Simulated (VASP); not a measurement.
# ZnSe (F-43m) in VASP: notebook

ZnSe is run at these levels: PBE+D4, r2SCAN+D4; tasks: relaxation of cell and atoms.

All numbers are computed with VASP 6.6.1; they aren't measurements. Logs are shortened: lines on timing, memory, paths and dates and some standing lists are left out, and cuts for length are marked.

## Step 1: The cell of the first run

The structure is cubic, space group F-43m (No. 216). The conventional cell has a = 5.668 Å, b = 5.668 Å, c = 5.668 Å, α = 90.00°, β = 90.00°, γ = 90.00°. Zn (site symmetry -43m) has 4 Se at 2.45 Å within 3.2 Å. Se (site symmetry -43m) has 4 Zn at 2.45 Å within 3.2 Å.

## Step 2: Relaxation of cell and atoms, PBE+D4

INCAR

```
SYSTEM = ZnSe
ALGO = Normal
EDIFF = 1E-7
EDIFFG = -0.01
ENCUT = 500
GGA = PE
GGA_COMPAT = .FALSE.
IBRION = 2
ISIF = 3
ISMEAR = -1
ISYM = -1
IVDW = 13
LASPH = .TRUE.
LCHARG = .FALSE.
LREAL = .FALSE.
LWAVE = .FALSE.
NELM = 120
NELMIN = 4
NSW = 80
PREC = Accurate
SIGMA = 0.01
```

KPOINTS

```
explicit points
108
Reciprocal
  0.08333333   0.08333333   0.08333333 2
  0.08333333   0.08333333   0.25000000 2
  0.08333333   0.08333333   0.41666667 2
  0.08333333   0.08333333   0.58333333 2
  0.08333333   0.08333333   0.75000000 2
  0.08333333   0.08333333   0.91666667 2
  0.08333333   0.25000000   0.08333333 2
  0.08333333   0.25000000   0.25000000 2
  0.08333333   0.25000000   0.41666667 2
  0.08333333   0.25000000   0.58333333 2
  0.08333333   0.25000000   0.75000000 2
  0.08333333   0.25000000   0.91666667 2
  0.08333333   0.41666667   0.08333333 2
  0.08333333   0.41666667   0.25000000 2
  0.08333333   0.41666667   0.41666667 2
  0.08333333   0.41666667   0.58333333 2
  0.08333333   0.41666667   0.75000000 2
  0.08333333   0.41666667   0.91666667 2
  0.08333333   0.58333333   0.08333333 2
  0.08333333   0.58333333   0.25000000 2
  0.08333333   0.58333333   0.41666667 2
  0.08333333   0.58333333   0.58333333 2
  0.08333333   0.58333333   0.75000000 2
  0.08333333   0.58333333   0.91666667 2
  0.08333333   0.75000000   0.08333333 2
  0.08333333   0.75000000   0.25000000 2
  0.08333333   0.75000000   0.41666667 2
  0.08333333   0.75000000   0.58333333 2
  0.08333333   0.75000000   0.75000000 2
  0.08333333   0.75000000   0.91666667 2
  0.08333333   0.91666667   0.08333333 2
  0.08333333   0.91666667   0.25000000 2
  0.08333333   0.91666667   0.41666667 2
  0.08333333   0.91666667   0.58333333 2
  0.08333333   0.91666667   0.75000000 2
  0.08333333   0.91666667   0.91666667 2
  0.25000000   0.08333333   0.08333333 2
  0.25000000   0.08333333   0.25000000 2
  0.25000000   0.08333333   0.41666667 2
  0.25000000   0.08333333   0.58333333 2
  0.25000000   0.08333333   0.75000000 2
  0.25000000   0.08333333   0.91666667 2
  0.25000000   0.25000000   0.08333333 2
  0.25000000   0.25000000   0.25000000 2
  0.25000000   0.25000000   0.41666667 2
  0.25000000   0.25000000   0.58333333 2
  0.25000000   0.25000000   0.75000000 2
  0.25000000   0.25000000   0.91666667 2
  0.25000000   0.41666667   0.08333333 2
  0.25000000   0.41666667   0.25000000 2
  0.25000000   0.41666667   0.41666667 2
  0.25000000   0.41666667   0.58333333 2
  0.25000000   0.41666667   0.75000000 2
  0.25000000   0.41666667   0.91666667 2
  0.25000000   0.58333333   0.08333333 2
  0.25000000   0.58333333   0.25000000 2
  0.25000000   0.58333333   0.41666667 2
  0.25000000   0.58333333   0.58333333 2
  0.25000000   0.58333333   0.75000000 2
  0.25000000   0.58333333   0.91666667 2
  0.25000000   0.75000000   0.08333333 2
  0.25000000   0.75000000   0.25000000 2
  0.25000000   0.75000000   0.41666667 2
  0.25000000   0.75000000   0.58333333 2
  0.25000000   0.75000000   0.75000000 2
  0.25000000   0.75000000   0.91666667 2
  0.25000000   0.91666667   0.08333333 2
  0.25000000   0.91666667   0.25000000 2
  0.25000000   0.91666667   0.41666667 2
  0.25000000   0.91666667   0.58333333 2
  0.25000000   0.91666667   0.75000000 2
  0.25000000   0.91666667   0.91666667 2
  0.41666667   0.08333333   0.08333333 2
  0.41666667   0.08333333   0.25000000 2
  0.41666667   0.08333333   0.41666667 2
  0.41666667   0.08333333   0.58333333 2
  0.41666667   0.08333333   0.75000000 2
  0.41666667   0.08333333   0.91666667 2
  0.41666667   0.25000000   0.08333333 2
  0.41666667   0.25000000   0.25000000 2
  0.41666667   0.25000000   0.41666667 2
  0.41666667   0.25000000   0.58333333 2
  0.41666667   0.25000000   0.75000000 2
  0.41666667   0.25000000   0.91666667 2
  0.41666667   0.41666667   0.08333333 2
  0.41666667   0.41666667   0.25000000 2
  0.41666667   0.41666667   0.41666667 2
  0.41666667   0.41666667   0.58333333 2
  0.41666667   0.41666667   0.75000000 2
  0.41666667   0.41666667   0.91666667 2
  0.41666667   0.58333333   0.08333333 2
  0.41666667   0.58333333   0.25000000 2
  0.41666667   0.58333333   0.41666667 2
  0.41666667   0.58333333   0.58333333 2
  0.41666667   0.58333333   0.75000000 2
  0.41666667   0.58333333   0.91666667 2
  0.41666667   0.75000000   0.08333333 2
  0.41666667   0.75000000   0.25000000 2
  0.41666667   0.75000000   0.41666667 2
  0.41666667   0.75000000   0.58333333 2
  0.41666667   0.75000000   0.75000000 2
  0.41666667   0.75000000   0.91666667 2
  0.41666667   0.91666667   0.08333333 2
  0.41666667   0.91666667   0.25000000 2
  0.41666667   0.91666667   0.41666667 2
  0.41666667   0.91666667   0.58333333 2
  0.41666667   0.91666667   0.75000000 2
  0.41666667   0.91666667   0.91666667 2
```

POSCAR

```
ZnSe
1.0
    4.0075980000      0.0000000000      0.0000000000
    2.0037990000      3.4706816762      0.0000000000
    2.0037990000      1.1568938921      3.2721900647
Zn Se
1 1
Direct
    0.0000000000      0.0000000000      0.0000000000
    0.2500000000      0.2500000000      0.2500000000
```

Potentials or basis: VASP PAW PBE potentials, release 64 (Zn, Se).

The run is started by

```sh
> cat potpaw_PBE.64/Zn/POTCAR potpaw_PBE.64/Se/POTCAR > POTCAR
> mpirun -np 1 vasp_std > vasp.out
```

OUTCAR:

```text
SYSTEM = ZnSe
   EDIFF = 1E-7
   EDIFFG = -0.01
   ENCUT = 500
   GGA = PE
   IBRION = 2
   ISIF = 3
   ISMEAR = -1
   ISYM = -1
   IVDW = 13
   LASPH = .TRUE.
   LREAL = .FALSE.
   NELM = 120
   NELMIN = 4
   NSW = 80
   PREC = Accurate

 ion  position               nearest neighbor table
   1  0.000  0.000  0.000-   2 2.45   2 2.45   2 2.45   2 2.45
   2  0.250  0.250  0.250-   1 2.45   1 2.45   1 2.45   1 2.45

IMPORTANT INFORMATION: All symmetrisations will be switched off!
NOSYMM: (Re-)initialisation of all symmetry stuff for point group C_1.

----------------------------------------------------------------------------------------

                                     Primitive cell

  volume of cell :      45.5132

  direct lattice vectors                    reciprocal lattice vectors
     4.007598000  0.000000000  0.000000000     0.249526025 -0.144063918 -0.101868573
     2.003799000  3.470681676  0.000000000     0.000000000  0.288127836 -0.101868573
     2.003799000  1.156893892  3.272190065     0.000000000  0.000000000  0.305605720

  length of vectors
     4.007598000  4.007598000  4.007598000     0.305605720  0.305605720  0.305605720

  position of ions in fractional coordinates (direct lattice)
     0.000000000  0.000000000  0.000000000
     0.250000000  0.250000000  0.250000000

  ion indices of the primitive-cell ions
   primitive index   ion index
                 1           1
                 2           2

----------------------------------------------------------------------------------------

 KPOINTS: explicit points

Read explicit list of k-points.

 Found    108 k-points:

 Following reciprocal coordinates:
            Coordinates               Weight
  0.083333  0.083333  0.083333      0.009259
  0.083333  0.083333  0.250000      0.009259
  0.083333  0.083333  0.416667      0.009259
  0.083333  0.083333  0.583333      0.009259
  0.083333  0.083333  0.750000      0.009259
  0.083333  0.083333  0.916667      0.009259
[... 16 lines left out ...]
  0.083333  0.583333  0.750000      0.009259
  0.083333  0.583333  0.916667      0.009259
 [... further k-points ...]
[... 84 lines left out ...]
 -----------------------------------------------------------------------------
  energy-cutoff  :      500.00
  volume of cell :       45.51
      direct lattice vectors                 reciprocal lattice vectors
     4.007598000  0.000000000  0.000000000     0.249526025 -0.144063918 -0.101868573
     2.003799000  3.470681676  0.000000000     0.000000000  0.288127836 -0.101868573
     2.003799000  1.156893892  3.272190065     0.000000000  0.000000000  0.305605720

 POSITION                                       TOTAL-FORCE (eV/Angst)
 -----------------------------------------------------------------------------------
      0.00000      0.00000      0.00000         0.001793      0.001036      0.000732
      2.00380      1.15689      0.81805        -0.001793     -0.001036     -0.000732
 -----------------------------------------------------------------------------------
    total drift:                               -0.000004     -0.000002     -0.000001

  FREE ENERGIE OF THE ION-ELECTRON SYSTEM (eV)
  ---------------------------------------------------
  free  energy   TOTEN  =        -6.6545188598 eV

  energy  without entropy=       -6.6545188598  energy(sigma->0) =       -6.65451886

--------------------------------------- Ionic step        2  -------------------------------------------

 number of electron      18.0000011 magnetization

 Free energy of the ion-electron system (eV)
  ---------------------------------------------------
  ext. energy  EPLUGINS =         0.00000000
  ---------------------------------------------------
  free energy    TOTEN  =        -6.02026512 eV

  energy without entropy =       -6.02026512  energy(sigma->0) =       -6.02026512

 E-fermi :   1.7590     XC(G=0):  -9.3256

 val. band max:        1.5476136545   @ k =   0.0833   0.0833   0.0833
 cond. band min:       3.5216213741   @ k =   0.0833   0.0833   0.0833
 fundamental gap:      1.9740077197
 Fermi energy:         1.7590092037

 k-point     1 :       0.0833    0.0833    0.0833
  band No.  band energies     occupation
      1     -11.5993      2.00000
      2      -4.9272      2.00000
      3      -4.9207      2.00000
      4      -4.9207      2.00000
      5      -4.5588      2.00000
      6      -4.5588      2.00000
      7       0.8755      2.00000
      8       1.5476      2.00000
      9       1.5476      2.00000
     10       3.5216      0.00000
     11       7.3611      0.00000
     12       7.5393      0.00000
     13       7.5393      0.00000
[... 354 lines left out ...]
  band No.  band energies     occupation
      1     -10.8473      2.00000
      2      -4.8381      2.00000
      3      -4.8181      2.00000
      4      -4.6134      2.00000
      5      -4.5435      2.00000
      6      -4.4809      2.00000
      7      -3.1154      2.00000
      8      -0.1272      2.00000
      9       0.5546      2.00000
     10       5.1955      0.00000
     11       7.4411      0.00000
     12       8.6410      0.00000
     13       9.6750      0.00000

 [... further k-points ...]

------------------------ aborting loop because EDIFF is reached ----------------------------------------

  DFT-D4 for vdW energy calculation

  Edisp (eV):   -0.63427

  FORCE on cell =-STRESS in cart. coord.  units (eV):
  Direction    XX          YY          ZZ          XY          YZ          ZX
  --------------------------------------------------------------------------------------
  -------------------------------------------------------------------------------------
  Total      -0.00451    -0.00327    -0.00296    -0.00107    -0.00044    -0.00076
  in kB      -0.15892    -0.11537    -0.10445    -0.03772    -0.01539    -0.02667
  external pressure =       -0.13 kB  Pullay stress =        0.00 kB

 VOLUME and BASIS-vectors are now :
 -----------------------------------------------------------------------------
  energy-cutoff  :      500.00
  volume of cell :       45.48
      direct lattice vectors                 reciprocal lattice vectors
     4.005462142 -0.001209343 -0.000855162     0.249593853 -0.144027727 -0.101842982
     2.001683748  3.469436485 -0.000855166     0.000065261  0.288168490 -0.101842982
     2.001683728  1.155672584  3.271301084     0.000065264  0.000037681  0.305635522

 POSITION                                       TOTAL-FORCE (eV/Angst)
 -----------------------------------------------------------------------------------
      0.00009      0.00005      0.00004        -0.003568     -0.002061     -0.001457
      2.00212      1.15593      0.81736         0.003568      0.002061      0.001457
 -----------------------------------------------------------------------------------
    total drift:                               -0.000043     -0.000025     -0.000018

  FREE ENERGIE OF THE ION-ELECTRON SYSTEM (eV)
  ---------------------------------------------------
  free  energy   TOTEN  =        -6.6545360892 eV

  energy  without entropy=       -6.6545360892  energy(sigma->0) =       -6.65453609

 reached required accuracy - stopping structural energy minimisation
```

Wall time 1.9 min (1 thread of Intel Xeon Platinum 8488C (Sapphire Rapids), shared host); peak memory 0.22 GiB.

What came out:

- Free energy: -6.6545 eV
- Relaxed volume: 22.74 Å³/atom
- Relaxed cell: a = 4.005 Å, b = 4.005 Å, c = 4.005 Å, α = 60.03°, β = 60.03°, γ = 60.03°
- Space group after relaxing (to 0.1 Å): F-43m (No. 216)
- Energy gained by relaxing: 0.0 meV/atom
- Ionic steps: 2
- Pressure after relaxing: 0.0 GPa
- Band gap on the k mesh: 1.97 eV
- Dispersion energy per atom: -0.317 eV

Final structure:
```yaml
crystal:
  lattice:
    - [4.00546, -0.00121, -0.00086]
    - [2.00168, 3.46944, -0.00086]
    - [2.00168, 1.15567, 3.27130]
  atoms:
    - { symbol: Zn, position: [0.00001, 0.00001, 0.00001] }
    - { symbol: Se, position: [0.24999, 0.24999, 0.24999] }
```

Levels at points of the mesh, in eV from the valence-band top:
```tsv
k point	band 7	band 8	band 9	band 10	band 11	band 12
(0.08, 0.08, 0.08)	-0.67	0.00	0.00	1.97	5.81	5.99
```

Caveat: a shifted mesh leaves out Γ, where band edges can lie.

[end of part 1 of 2]
